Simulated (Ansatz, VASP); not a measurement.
# One calculation of Tl, two programs

```
Tl
1.0
     3.18188    0.00000    0.00000
     0.00000    3.18188    0.00000
     0.00000    0.00000    3.18188
Tl
1
Cartesian
  0.0000 0.0000 0.0000
```

Alike in both runs: task single point; functional r2SCAN; k mesh 11 × 11 × 11; occupations fermi-dirac, width 0.1 eV; no spin polarisation.

|  | VASP | Ansatz |
| --- | --- | --- |
| version | VASP 6.6.1 | Ansatz 0.2.0 |
| potentials or method | VASP PAW PBE potentials, release 64 (Tl_d), cutoff 520 eV | plane waves (500 eV) with PAW, scalar-relativistic |
| valence electrons in the cell | 13 | 13 |

|  | VASP | Ansatz | Ansatz less VASP |
| --- | --- | --- | --- |
| pressure (GPa) | 0.2 | 0.2 | +0.02 |

VASP's potentials were made for PBE, not for r2SCAN.

Spin-orbit coupling is off throughout.
